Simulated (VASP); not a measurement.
# BeS (F-43m) in VASP: notebook

BeS is run at these levels: PBE; tasks: electric field gradients.

Everything below comes from runs of VASP 6.6.1. Logs are shortened: lines on timing, memory, paths and dates and some standing lists are left out, and cuts for length are marked.

### Step 1. The cell of the first run

The structure is cubic, space group F-43m (No. 216). The conventional cell has a = 4.201 Å, b = 4.201 Å, c = 4.201 Å, α = 90.00°, β = 90.00°, γ = 90.00°. Be (site symmetry -43m) has 4 S at 1.82 Å within 2.4 Å. S (site symmetry -43m) has 4 Be at 1.82 Å within 2.4 Å.

### Step 2. Electric field gradients, PBE (volume scaled by 0.65)

INCAR

```
SYSTEM = BeS
ALGO = Normal ; EDIFF = 1E-8
ENCUT = 520 ; GGA = PE
ISIF = 2 ; ISMEAR = -1
LASPH = .TRUE. ; LCHARG = .FALSE.
LEFG = .TRUE. ; LREAL = .FALSE.
LWAVE = .FALSE. ; NBANDS = 11
NELM = 80 ; PREC = Accurate
SIGMA = 0.03
```

KPOINTS

```
k-points
0
G
  10 10 10
  0 0 0
```

POSCAR

```
BeS
1.0
    0.0000000000      2.1006298304      2.1006298304
    2.1006298304      0.0000000000      2.1006298304
    2.1006298304      2.1006298304      0.0000000000
Be S
1 1
Direct
    0.0000000000      0.0000000000      0.0000000000
    0.2500000000      0.2500000000      0.2500000000
```

Potentials or basis: VASP PAW PBE potentials, release 64 (Be, S).

Started as:

```bash
$ cat potpaw_PBE.64/Be/POTCAR potpaw_PBE.64/S/POTCAR > POTCAR
$ mpirun -np 1 vasp_std > vasp.out
```

OUTCAR:

```text
SYSTEM = BeS
   EDIFF = 1E-8
   ENCUT = 520
   GGA = PE
   ISIF = 2
   ISMEAR = -1
   LASPH = .TRUE.
   LREAL = .FALSE.
   NELM = 80
   PREC = Accurate

 ion  position               nearest neighbor table
   1  0.000  0.000  0.000-   2 1.82   2 1.82   2 1.82   2 1.82
   2  0.250  0.250  0.250-   1 1.82   1 1.82   1 1.82   1 1.82

  LATTYP: Found a face centered cubic cell.
 ALAT       =     4.2012596608

  Lattice vectors:

 A1 = (   0.0000000000,   2.1006298304,   2.1006298304)
 A2 = (   2.1006298304,   0.0000000000,   2.1006298304)
 A3 = (   2.1006298304,   2.1006298304,   0.0000000000)

Analysis of symmetry for initial positions (statically):
=====================================================================
 Subroutine PRICEL returns:
 Original cell was already a primitive cell.

 Routine SETGRP: Setting up the symmetry group for a
 face centered cubic supercell.

 Subroutine GETGRP returns: Found 24 space group operations
 (whereof 24 operations were pure point group operations)
 out of a pool of 48 trial point group operations.

The static configuration has the point symmetry T_d .

Analysis of symmetry for dynamics (positions and initial velocities):
=====================================================================
 Subroutine PRICEL returns:
 Original cell was already a primitive cell.

 Routine SETGRP: Setting up the symmetry group for a
 face centered cubic supercell.

 Subroutine GETGRP returns: Found 24 space group operations
 (whereof 24 operations were pure point group operations)
 out of a pool of 48 trial point group operations.

The dynamic configuration has the point symmetry T_d .

 Subroutine INISYM returns: Found 24 space group operations
 (whereof 24 operations are pure point group operations),
 and found     1 'primitive' translations

----------------------------------------------------------------------------------------

                                     Primitive cell

  volume of cell :      18.5387

  direct lattice vectors                    reciprocal lattice vectors
     0.000000000  2.100629830  2.100629830    -0.238023850  0.238023850  0.238023850
[... 128 lines left out ...]
  ext. energy  EPLUGINS =         0.00000000
  ---------------------------------------------------
  free energy    TOTEN  =        -7.83363808 eV

  energy without entropy =       -7.83363808  energy(sigma->0) =       -7.83363808

 E-fermi :  10.3877     XC(G=0): -11.6237

 val. band max:        9.7669467924   @ k =   0.0000   0.0000   0.0000
 cond. band min:      11.4606453909   @ k =   0.5000   0.5000   0.0000
 fundamental gap:      1.6936985986
 Fermi energy:        10.3876866273

 k-point     1 :       0.0000    0.0000    0.0000
  band No.  band energies     occupation
      1      -7.6737      2.00000
      2       9.7669      2.00000
      3       9.7669      2.00000
      4       9.7669      2.00000
      5      14.7949      0.00000
      6      14.7949      0.00000
      7      14.7949      0.00000
      8      19.9129      0.00000
      9      23.2760      0.00000
     10      23.2760      0.00000
     11      27.9518      0.00000
[... 309 lines left out ...]
 k-point    24 :       0.4000    0.3000    0.0000
  band No.  band energies     occupation
      1      -4.8293      2.00000
      2       3.6789      2.00000
      3       5.5024      2.00000
      4       5.8996      2.00000
      5      12.9109      0.00000
      6      14.8781      0.00000
      7      21.8683      0.00000
      8      22.2858      0.00000
      9      26.9588      0.00000
     10      29.2956      0.00000
     11      31.2335      0.00000

 [... further k-points ...]
[... 5 lines left out ...]
  --------------------------------------------------------------------------------------
  -------------------------------------------------------------------------------------
  Total       10.9813671     10.9813671     10.9813671      0.0000000     -0.0000000      0.0000000
  in kB      949.0485120    949.0485120    949.0485120      0.0000000     -0.0000000      0.0000000
  external PRESSURE =     949.0485120 kB  Pullay stress =       0.0000000 kB

 VOLUME and BASIS-vectors are now :
 -----------------------------------------------------------------------------
  energy-cutoff  :      520.00
  volume of cell :       18.54
      direct lattice vectors                 reciprocal lattice vectors
     0.000000000  2.100629830  2.100629830    -0.238023850  0.238023850  0.238023850
     2.100629830  0.000000000  2.100629830     0.238023850 -0.238023850  0.238023850
     2.100629830  2.100629830  0.000000000     0.238023850  0.238023850 -0.238023850

 POSITION                                       TOTAL-FORCE (eV/Angst)
 -----------------------------------------------------------------------------------
      0.00000      0.00000      0.00000        -0.000000     -0.000000     -0.000000
      1.05031      1.05031      1.05031         0.000000      0.000000      0.000000
 -----------------------------------------------------------------------------------
    total drift:                               -0.000000     -0.000000     -0.000000

  FREE ENERGIE OF THE ION-ELECTRON SYSTEM (eV)
  ---------------------------------------------------
  free  energy   TOTEN  =        -7.8336380825 eV

  energy  without entropy=       -7.8336380825  energy(sigma->0) =       -7.83363808

 Electric field gradients (V/A^2)
---------------------------------------------------------------------
 ion       V_xx      V_yy      V_zz      V_xy      V_xz      V_yz
---------------------------------------------------------------------
   1      -0.000    -0.000    -0.000     0.000     0.000     0.000
   2      -0.000     0.000    -0.000     0.000     0.000     0.000
---------------------------------------------------------------------

 Electric field gradients after diagonalization (V/A^2)
 (convention: |V_zz| > |V_xx| > |V_yy|)
----------------------------------------------------------------------
 ion       V_xx      V_yy      V_zz     asymmetry (V_yy - V_xx)/ V_zz
----------------------------------------------------------------------
   1      -0.000    -0.000     0.000       0.000
   2      -0.000    -0.000     0.001       0.000
----------------------------------------------------------------------

           NMR quadrupolar parameters

 Cq : quadrupolar parameter    Cq=e*Q*V_zz/h
 eta: asymmetry parameters     (V_yy - V_xx)/ V_zz
 Q  : nuclear electric quadrupole moment in mb (millibarn)
----------------------------------------------------------------------
 ion       Cq(MHz)       eta       Q (mb)
----------------------------------------------------------------------
   1       0.000       0.000       1.000
   2       0.000       0.000       1.000
----------------------------------------------------------------------
```

OSZICAR:

```text
N       E                     dE             d eps       ncg     rms          rms(c)
DAV:   1     0.219835368132E+02    0.21984E+02   -0.44146E+03  1050   0.660E+02
DAV:   2    -0.756110351953E+01   -0.29545E+02   -0.27635E+02  1406   0.134E+02
DAV:   3    -0.843455631527E+01   -0.87345E+00   -0.87202E+00  1343   0.209E+01
DAV:   4    -0.843826880870E+01   -0.37125E-02   -0.37118E-02  1256   0.161E+00
DAV:   5    -0.843828991220E+01   -0.21104E-04   -0.21103E-04  1335   0.112E-01    0.104E+01
DAV:   6    -0.798067557534E+01    0.45761E+00   -0.30359E-01  1311   0.377E+00    0.676E+00
DAV:   7    -0.783245051354E+01    0.14823E+00   -0.37146E-01  1406   0.372E+00    0.153E+00
DAV:   8    -0.783372663043E+01   -0.12761E-02   -0.11866E-02  1151   0.774E-01    0.141E-01
DAV:   9    -0.783362920796E+01    0.97422E-04   -0.40835E-04  1306   0.132E-01    0.562E-02
DAV:  10    -0.783363265298E+01   -0.34450E-05   -0.15118E-05  1227   0.280E-02    0.318E-02
DAV:  11    -0.783363809648E+01   -0.54435E-05   -0.62104E-06  1211   0.186E-02    0.102E-02
DAV:  12    -0.783363811749E+01   -0.21002E-07   -0.22069E-07  1229   0.264E-03    0.355E-03
DAV:  13    -0.783363808926E+01    0.28227E-07   -0.20749E-08  1232   0.101E-03    0.107E-03
DAV:  14    -0.783363808248E+01    0.67826E-08   -0.10502E-09   724   0.282E-04
   1 F= -.78336381E+01 E0= -.78336381E+01  d E =-.404259E-11
```

stdout:

```text
POSCAR found type information on POSCAR BeS
 POSCAR found :  2 types and       2 ions
 scaLAPACK will be used
 LDA part: xc-table for (Slater+PW92), standard interpolation
 POSCAR, INCAR and KPOINTS ok, starting setup
 FFT: planning ... GRIDC
 FFT: planning ... GRID_SOFT
 FFT: planning ... GRID
 WAVECAR not read
 entering main loop
ion   1

ion   2
```

Wall time 4 s (1 thread of Intel Xeon 6975P-C (Granite Rapids), shared host); peak memory 0.14 GiB.

Results:

```yaml
Free_energy: -7.8336 eV
Pressure: 94.9 GPa
Band_gap_on_the_k_mesh: 1.69 eV, indirect (least direct gap 5.03 eV)
```

Caveat: without QUAD_EFG the Cq values of the log hold for a quadrupole moment of 1 mb, not for the nuclei.

### Step 3. Electric field gradients, PBE (volume scaled by 0.8)

INCAR

```
SYSTEM = BeS
PREC = Accurate
ENCUT = 520
EDIFF = 1E-8
ISMEAR = -1
SIGMA = 0.03
LREAL = .False.
LASPH = .True.
NELM = 80
ALGO = Normal
ISIF = 2
LWAVE = .False.
LCHARG = .False.
GGA = PE
LEFG = .True.
NBANDS = 11
```

KPOINTS

```
Automatic mesh
0
Gamma
  10 10 10
  0 0 0
```

POSCAR

```
BeS
1.0
    0.0000000000      2.2511705843      2.2511705843
    2.2511705843      0.0000000000      2.2511705843
    2.2511705843      2.2511705843      0.0000000000
Be S
1 1
Direct
    0.0000000000      0.0000000000      0.0000000000
    0.2500000000      0.2500000000      0.2500000000
```

Potentials or basis: VASP PAW PBE potentials, release 64 (Be, S).

Started as:

```bash
$ cat potpaw_PBE.64/Be/POTCAR potpaw_PBE.64/S/POTCAR > POTCAR
$ mpirun -np 1 vasp_std > vasp.out
```

OUTCAR:

```text
SYSTEM = BeS
   PREC = Accurate
   ENCUT = 520
   EDIFF = 1E-8
   ISMEAR = -1
   LREAL = .False.
   LASPH = .True.
   NELM = 80
   ISIF = 2
   GGA = PE

 ion  position               nearest neighbor table
   1  0.000  0.000  0.000-   2 1.95   2 1.95   2 1.95   2 1.95
   2  0.250  0.250  0.250-   1 1.95   1 1.95   1 1.95   1 1.95

  LATTYP: Found a face centered cubic cell.
 ALAT       =     4.5023411686

  Lattice vectors:

 A1 = (   0.0000000000,   2.2511705843,   2.2511705843)
 A2 = (   2.2511705843,   0.0000000000,   2.2511705843)
 A3 = (   2.2511705843,   2.2511705843,   0.0000000000)

Analysis of symmetry for initial positions (statically):
=====================================================================
 Subroutine PRICEL returns:
 Original cell was already a primitive cell.

 Routine SETGRP: Setting up the symmetry group for a
 face centered cubic supercell.

 Subroutine GETGRP returns: Found 24 space group operations
 (whereof 24 operations were pure point group operations)
 out of a pool of 48 trial point group operations.

The static configuration has the point symmetry T_d .

Analysis of symmetry for dynamics (positions and initial velocities):
=====================================================================
 Subroutine PRICEL returns:
 Original cell was already a primitive cell.

 Routine SETGRP: Setting up the symmetry group for a
 face centered cubic supercell.

 Subroutine GETGRP returns: Found 24 space group operations
 (whereof 24 operations were pure point group operations)
 out of a pool of 48 trial point group operations.

The dynamic configuration has the point symmetry T_d .

[... 161 lines left out ...]
      8      14.7156      0.00000
      9      19.9861      0.00000
     10      19.9861      0.00000
     11      23.3872      0.00000
[... 309 lines left out ...]
 k-point    24 :       0.4000    0.3000    0.0000
  band No.  band energies     occupation
      1      -6.4344      2.00000
      2       1.6902      2.00000
      3       3.4905      2.00000
      4       3.8204      2.00000
      5      10.4656      0.00000
      6      12.3911      0.00000
      7      18.0249      0.00000
      8      18.1567      0.00000
      9      23.0614      0.00000
     10      23.3270      0.00000
     11      25.8222      0.00000

 [... further k-points ...]
[... 5 lines left out ...]
  --------------------------------------------------------------------------------------
  -------------------------------------------------------------------------------------
  Total        4.9472041      4.9472041      4.9472041      0.0000000      0.0000000      0.0000000
  in kB      347.3883093    347.3883093    347.3883093      0.0000000      0.0000000      0.0000000
  external PRESSURE =     347.3883093 kB  Pullay stress =       0.0000000 kB

 VOLUME and BASIS-vectors are now :
 -----------------------------------------------------------------------------
  energy-cutoff  :      520.00
  volume of cell :       22.82
      direct lattice vectors                 reciprocal lattice vectors
     0.000000000  2.251170584  2.251170584    -0.222106669  0.222106669  0.222106669
     2.251170584  0.000000000  2.251170584     0.222106669 -0.222106669  0.222106669
     2.251170584  2.251170584  0.000000000     0.222106669  0.222106669 -0.222106669

 POSITION                                       TOTAL-FORCE (eV/Angst)
 -----------------------------------------------------------------------------------
      0.00000      0.00000      0.00000        -0.000000     -0.000000     -0.000000
      1.12559      1.12559      1.12559         0.000000      0.000000      0.000000
 -----------------------------------------------------------------------------------
    total drift:                               -0.000000     -0.000000     -0.000000

  FREE ENERGIE OF THE ION-ELECTRON SYSTEM (eV)
  ---------------------------------------------------
  free  energy   TOTEN  =        -9.4579513173 eV

  energy  without entropy=       -9.4579513173  energy(sigma->0) =       -9.45795132

 Electric field gradients (V/A^2)
---------------------------------------------------------------------
 ion       V_xx      V_yy      V_zz      V_xy      V_xz      V_yz
---------------------------------------------------------------------
   1       0.000     0.000     0.000     0.000     0.000     0.000
   2      -0.000    -0.000     0.000    -0.000    -0.000    -0.000
---------------------------------------------------------------------

 Electric field gradients after diagonalization (V/A^2)
 (convention: |V_zz| > |V_xx| > |V_yy|)
----------------------------------------------------------------------
 ion       V_xx      V_yy      V_zz     asymmetry (V_yy - V_xx)/ V_zz
----------------------------------------------------------------------
   1      -0.000    -0.000     0.000       0.000
   2       0.000     0.000    -0.001       0.000
----------------------------------------------------------------------

           NMR quadrupolar parameters

 Cq : quadrupolar parameter    Cq=e*Q*V_zz/h
 eta: asymmetry parameters     (V_yy - V_xx)/ V_zz
 Q  : nuclear electric quadrupole moment in mb (millibarn)
----------------------------------------------------------------------
 ion       Cq(MHz)       eta       Q (mb)
----------------------------------------------------------------------
   1       0.000       0.000       1.000
   2      -0.000       0.000       1.000
----------------------------------------------------------------------
```

Wall time 4.1 s (1 thread of Intel Xeon 6975P-C (Granite Rapids), shared host); peak memory 0.13 GiB.

What came out:

| Item | Value |
| --- | --- |
| Free energy | -9.4580 eV |
| Pressure | 34.7 GPa |
| Band gap on the k mesh | 2.49 eV, indirect (least direct gap 5.46 eV) |

Levels at points of the mesh, in eV from the valence-band top:
```
           k point  band 1  band 2  band 3  band 4  band 5  band 6  band 7  band 8  band 9
(0.00, 0.00, 0.00)  -15.41    0.00    0.00    0.00    5.46    5.46    5.46    7.94   13.21
(0.50, 0.00, 0.00)  -13.11   -7.41   -1.39   -1.39    6.26    6.38    6.38   12.14   15.97
(0.50, 0.50, 0.00)  -12.33   -6.30   -3.52   -3.52    2.49    4.58   14.58   14.58   17.39
```

Caveat: without QUAD_EFG the Cq values of the log hold for a quadrupole moment of 1 mb, not for the nuclei.
